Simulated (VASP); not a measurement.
# Si (Fd-3m) in VASP: density of states with PBEsol

Aim: the density of states of Si with PBEsol.

Program: VASP 6.6.1. These are calculated values, not measurements. Logs are shortened: lines on timing, memory, paths and dates and some standing lists are left out, and cuts for length are marked.

## 1. The cell of the first run

It takes space group Fd-3m (No. 227, cubic). Conventional cell: a = 5.433 Å, b = 5.433 Å, c = 5.433 Å, α = 90.00°, β = 90.00°, γ = 90.00°. Si (site symmetry -43m) has 4 Si at 2.35 Å within 3.1 Å.

## 2. Density of states, PBEsol

The input, POSCAR:

```
Si
1.0
    0.0000000000      2.7165474571      2.7165474571
    2.7165474571      0.0000000000      2.7165474571
    2.7165474571      2.7165474571      0.0000000000
Si
2
Direct
   -0.1250000000     -0.1250000000     -0.1250000000
    0.1250000000      0.1250000000      0.1250000000
```

The input, INCAR.step1:

```
ALGO     = Normal         # electronic algorithm
EDIFF    = 1E-6           # SCF threshold, eV
ENCUT    = 520            # plane-wave cutoff, eV
GGA      = PS             # functional
ISIF     = 2              # what is computed and relaxed
ISMEAR   = -1             # smearing method
LASPH    = T              # aspherical terms in the spheres
LCHARG   = T              # write CHGCAR
LREAL    = F              # projectors in reciprocal space
LWAVE    = F              # write WAVECAR
NBANDS   = 11             # bands
NELM     = 60             # most SCF steps
PREC     = Accurate       # precision mode
SIGMA    = 0.08           # smearing width, eV
```

The input, KPOINTS.step1:

```
k-points
0
Gamma
  12 12 12
```

The input, INCAR.step2:

```
ALGO     = Normal         # electronic algorithm
EDIFF    = 1E-6           # SCF threshold, eV
ENCUT    = 520            # plane-wave cutoff, eV
GGA      = PS             # functional
ICHARG   = 11             # starting density
ISIF     = 2              # what is computed and relaxed
ISMEAR   = -5             # smearing method
LASPH    = T              # aspherical terms in the spheres
LCHARG   = F              # write CHGCAR
LORBIT   = 10             # projections on sites
LREAL    = F              # projectors in reciprocal space
LWAVE    = F              # write WAVECAR
NEDOS    = 2001           # points of the DOS
NELM     = 60             # most SCF steps
PREC     = Accurate       # precision mode
SIGMA    = 0.08           # smearing width, eV
```

The input, KPOINTS.step2:

```
k-points
0
Gamma
  18 18 18
```

Potentials or basis: VASP PAW PBE potentials, release 64 (Si).

Run with:

```
> cat potpaw_PBE.64/Si/POTCAR > POTCAR
> cp INCAR.step1 INCAR
> cp KPOINTS.step1 KPOINTS
> mpirun -np 1 vasp_std > vasp.out
> cp INCAR.step2 INCAR
> cp KPOINTS.step2 KPOINTS
> mpirun -np 1 vasp_std > vasp.out
```

OUTCAR:

```text
EDIFF = 1E-6
   ENCUT = 520
   GGA = PS
   ICHARG = 11
   ISIF = 2
   ISMEAR = -5
   LASPH = T
   LORBIT = 10
   LREAL = F
   NELM = 60
   PREC = Accurate

 ion  position               nearest neighbor table
   1  0.875  0.875  0.875-   2 2.35   2 2.35   2 2.35   2 2.35
   2  0.125  0.125  0.125-   1 2.35   1 2.35   1 2.35   1 2.35

  LATTYP: Found a face centered cubic cell.
 ALAT       =     5.4330949142

  Lattice vectors:

 A1 = (   0.0000000000,   2.7165474571,   2.7165474571)
 A2 = (   2.7165474571,   0.0000000000,   2.7165474571)
 A3 = (   2.7165474571,   2.7165474571,   0.0000000000)

Analysis of symmetry for initial positions (statically):
=====================================================================
 Subroutine PRICEL returns:
 Original cell was already a primitive cell.

 Routine SETGRP: Setting up the symmetry group for a
 face centered cubic supercell.

 Subroutine GETGRP returns: Found 48 space group operations
 (whereof 12 operations were pure point group operations)
 out of a pool of 48 trial point group operations.

The static configuration has the point symmetry D_3d.
 The point group associated with its full space group is O_h .

Analysis of symmetry for dynamics (positions and initial velocities):
=====================================================================
 Subroutine PRICEL returns:
 Original cell was already a primitive cell.

 Routine SETGRP: Setting up the symmetry group for a
 face centered cubic supercell.

 Subroutine GETGRP returns: Found 48 space group operations
 (whereof 12 operations were pure point group operations)
 out of a pool of 48 trial point group operations.

The dynamic configuration has the point symmetry D_3d.
 The point group associated with its full space group is O_h .

 Subroutine INISYM returns: Found 48 space group operations
 (whereof 12 operations are pure point group operations),
 and found     1 'primitive' translations

----------------------------------------------------------------------------------------

                                     Primitive cell

  volume of cell :      40.0942

  direct lattice vectors                    reciprocal lattice vectors
     0.000000000  2.716547457  2.716547457    -0.184057156  0.184057156  0.184057156
     2.716547457  0.000000000  2.716547457     0.184057156 -0.184057156  0.184057156
     2.716547457  2.716547457  0.000000000     0.184057156  0.184057156 -0.184057156

  length of vectors
     3.841778257  3.841778257  3.841778257     0.318796346  0.318796346  0.318796346

  position of ions in fractional coordinates (direct lattice)
     0.875000000  0.875000000  0.875000000
     0.125000000  0.125000000  0.125000000

  ion indices of the primitive-cell ions
   primitive index   ion index
                 1           1
                 2           2

----------------------------------------------------------------------------------------

 KPOINTS: k-points

Automatic generation of k-mesh.
 Grid dimensions read from file:
 generate k-points for:   18   18   18

 Generating k-lattice:

  Cartesian coordinates                     Fractional coordinates (reciprocal lattice)
    -0.010225398  0.010225398  0.010225398     0.055555556  0.000000000  0.000000000
     0.010225398 -0.010225398  0.010225398     0.000000000  0.055555556  0.000000000
     0.010225398  0.010225398 -0.010225398     0.000000000  0.000000000  0.055555556

  Length of vectors
     0.017710908  0.017710908  0.017710908

  Shift w.r.t. Gamma in fractional coordinates (k-lattice)
     0.000000000  0.000000000  0.000000000

 TETIRR: Found    806 inequivalent tetrahedra from    34992

 Subroutine IBZKPT returns following result:
 ===========================================

 Found    195 irreducible k-points:

 Following reciprocal coordinates:
            Coordinates               Weight
  0.000000  0.000000  0.000000      1.000000
  0.055556  0.000000  0.000000      8.000000
  0.111111  0.000000  0.000000      8.000000
  0.166667  0.000000  0.000000      8.000000
  0.222222  0.000000  0.000000      8.000000
  0.277778  0.000000  0.000000      8.000000
[... 16 lines left out ...]
 -0.277778  0.055556  0.000000     24.000000
 -0.222222  0.055556  0.000000     24.000000
 [... further k-points ...]
   k-points           NKPTS =    195   k-points in BZ     NKDIM =    195   number of bands    NBANDS=      8
   number of dos      NEDOS =   2001   number of ions     NIONS =      2
   total plane-waves  NPLWV =  27000
   dimension x,y,z NGX =    30 NGY =   30 NGZ =   30
   dimension x,y,z NGXF=    60 NGYF=   60 NGZF=   60
   ions per type =               2
   NGX,Y,Z   is equivalent  to a cutoff of  12.98, 12.98, 12.98 a.u.
   NGXF,Y,Z  is equivalent  to a cutoff of  25.96, 25.96, 25.96 a.u.
 SYSTEM =  unknown system
   PREC   = accura    normal or accurate (medium, high low for compatibility)
   ISTART =      0    job   : 0-new  1-cont  2-samecut
   ICHARG =     11    charge: 1-file 2-atom 10-const
   ISPIN  =      1    spin polarized calculation?
   LNONCOLLINEAR =      F non collinear calculations
   LSORBIT =      F    spin-orbit coupling
   LASPH  =      T    aspherical Exc in radial PAW
   ENCUT  =  520.0 eV  38.22 Ry    6.18 a.u.   7.14  7.14  7.14*2*pi/ulx,y,z
   NELM   =     60;   NELMIN=  2; NELMDL=  0     # of ELM steps
   EDIFF  = 0.1E-05   stopping-criterion for ELM
   LREAL  =      F    real-space projection
   EDIFFG = 0.1E-04   stopping-criterion for IOM
   NSW    =      0    number of steps for IOM
   IBRION =     -1    ionic relax: 0-MD 1-quasi-New 2-CG
   NFREE  =      0    steps in history (QN), initial steepest desc. (CG)
   ISIF   =      2    stress and relaxation
   ISYM   =      2    0-nonsym 1-usesym 2-fastsym
   POTIM  = 0.5000    time-step for ionic-motion
   TEBEG  =    0.0;   TEEND  =   0.0 temperature during run
   PSTRESS=    0.0 pullay stress
   NELECT =       8.0000    total number of electrons
   NUPDOWN=      -1.0000    fix difference up-down
   EMIN   =  10.00;   EMAX   =-10.00  energy-range for DOS
   EFERMI =   0.00;   METHOD = LEGACY
   ISMEAR =    -5;   SIGMA  =   0.08  broadening in eV -4-tet -1-fermi 0-gaus
   EFERMI_NEDOS =   21; number of points for ismear=-14 and -15
   IALGO  =     38    algorithm
   IMIX   =      4    mixing-type and parameters
     AMIX     =   0.40;   BMIX     =  1.00
     AMIX_MAG =   1.60;   BMIX_MAG =  1.00
  volume/ion in A,a.u.               =      20.05       135.28
  Fermi-wavevector in a.u.,A,eV,Ry     =   0.956630  1.807769 12.451260  0.915142
  Thomas-Fermi vector in A             =   2.085576
   LORBIT       =     10    0 simple, 1 ext, 2 COOP (PROOUT), +10 PAW based schemes
   GGA     = PS    functional components
   LHFCALC =     F    Hartree Fock is set to
   AEXX    =    0.0000 exact exchange contribution
   IVDW    =     0    specifies the selected vdW correction
   LEPSILON=     F    determine dielectric tensor
   LRPA    =     F    only Hartree local field effects (RPA)
 non-spin polarized calculation
 Fermi weights with tetrahedron method with Bloechl corrections
  energy-cutoff  :      520.00
  volume of cell :       40.09
 maximum number of plane-waves:      1106
 NGX is ok and might be reduce to    30

 number of electron       8.0000000 magnetization

 Free energy of the ion-electron system (eV)
  ---------------------------------------------------
  ext. energy  EPLUGINS =         0.00000000
  ---------------------------------------------------
  free energy    TOTEN  =       -11.49340497 eV

  energy without entropy =      -11.49340497  energy(sigma->0) =      -11.49340497

 E-fermi :   5.7820     XC(G=0):  -9.5487

 val. band max:        5.7761557805   @ k =   0.0000   0.0000   0.0000
 cond. band min:       6.2448561039   @ k =   0.4444   0.4444   0.0000
 fundamental gap:      0.4687003234
 Fermi energy:         5.7820237125

 k-point     1 :       0.0000    0.0000    0.0000
  band No.  band energies     occupation
      1      -6.2050      2.00000
      2       5.7762      2.00000
      3       5.7762      2.00000
      4       5.7762      2.00000
      5       8.2932      0.00000
      6       8.2932      0.00000
      7       8.2932      0.00000
      8       9.0853      0.00000

 k-point     2 :       0.0556    0.0000    0.0000
  band No.  band energies     occupation
      1      -6.1644      2.00000
      2       5.3390      2.00000
      3       5.7076      2.00000
      4       5.7076      2.00000
      5       8.3531      0.00000
      6       8.3934      0.00000
      7       8.3934      0.00000
      8       9.3872      0.00000

 k-point     3 :       0.1111    0.0000    0.0000
  band No.  band energies     occupation
      1      -6.0430      2.00000
      2       4.4196      2.00000
      3       5.5357      2.00000
      4       5.5357      2.00000
      5       8.2629      0.00000
      6       8.6458      0.00000
      7       8.6458      0.00000
      8      10.1966      0.00000

 k-point     4 :       0.1667    0.0000    0.0000
  band No.  band energies     occupation
      1      -5.8428      2.00000
      2       3.3782      2.00000
      3       5.3217      2.00000
      4       5.3217      2.00000
      5       8.0622      0.00000
      6       8.9437      0.00000
      7       8.9437      0.00000
      8      11.1698      0.00000

 k-point     5 :       0.2222    0.0000    0.0000
  band No.  band energies     occupation
      1      -5.5670      2.00000
      2       2.3338      2.00000
      3       5.1093      2.00000
      4       5.1093      2.00000
      5       7.8395      0.00000
      6       9.1717      0.00000
      7       9.1717      0.00000
      8      12.1488      0.00000
[... 177 lines left out ...]
 k-point    22 :      -0.3333    0.0556    0.0000
  band No.  band energies     occupation
      1      -4.6467      2.00000
      2       0.1475      2.00000
      3       4.2824      2.00000
      4       4.8189      2.00000
      5       7.6912      0.00000
      6       9.1753      0.00000
      7       9.2974      0.00000
      8      13.2382      0.00000

 k-point    23 :      -0.2778    0.0556    0.0000
  band No.  band energies     occupation
      1      -5.0591      2.00000
      2       1.0292      2.00000
      3       4.3886      2.00000
      4       5.0032      2.00000
      5       7.8408      0.00000
      6       9.1711      0.00000
      7       9.4053      0.00000
      8      12.6916      0.00000

 k-point    24 :      -0.2222    0.0556    0.0000
  band No.  band energies     occupation
      1      -5.4239      2.00000
      2       1.9968      2.00000
      3       4.5476      2.00000
      4       5.2116      2.00000
      5       8.0274      0.00000
      6       9.0744      0.00000
      7       9.3975      0.00000
      8      12.0696      0.00000

 [... further k-points ...]

------------------------ aborting loop because EDIFF is reached ----------------------------------------

  FORCE on cell =-STRESS in cart. coord.  units (eV):
  Direction    XX          YY          ZZ          XY          YZ          ZX
  --------------------------------------------------------------------------------------
  -------------------------------------------------------------------------------------
  Total        0.0345540      0.0345540      0.0345540     -0.0000000     -0.0000000      0.0000000
  in kB        1.3807867      1.3807867      1.3807867     -0.0000000     -0.0000000      0.0000000
  external PRESSURE =       1.3807867 kB  Pullay stress =       0.0000000 kB

 VOLUME and BASIS-vectors are now :
 -----------------------------------------------------------------------------
  energy-cutoff  :      520.00
  volume of cell :       40.09
      direct lattice vectors                 reciprocal lattice vectors
     0.000000000  2.716547457  2.716547457    -0.184057156  0.184057156  0.184057156
     2.716547457  0.000000000  2.716547457     0.184057156 -0.184057156  0.184057156
     2.716547457  2.716547457  0.000000000     0.184057156  0.184057156 -0.184057156

 POSITION                                       TOTAL-FORCE (eV/Angst)
 -----------------------------------------------------------------------------------
      4.75396      4.75396      4.75396        -0.000000      0.000000     -0.000000
      0.67914      0.67914      0.67914         0.000000     -0.000000      0.000000
 -----------------------------------------------------------------------------------
    total drift:                               -0.000000      0.000000      0.000000

  FREE ENERGIE OF THE ION-ELECTRON SYSTEM (eV)
  ---------------------------------------------------
  free  energy   TOTEN  =       -11.4934049704 eV

  energy  without entropy=      -11.4934049704  energy(sigma->0) =      -11.49340497

 total charge

# of ion       s       p       d       tot
------------------------------------------
    1        0.752   0.938   0.000   1.690
    2        0.752   0.938   0.000   1.690
--------------------------------------------------
tot          1.505   1.875   0.000   3.380
```

Run time: 80 s. Hardware: 1 thread of AMD EPYC 7R13 (Zen 3), shared host; peak memory 0.15 GiB.

What came out:

```
Valence electrons inside the program's atomic spheres : Si 1.69
```

Caveat: the PAW data sets were made with another functional, which shifts forces and pressure a little.
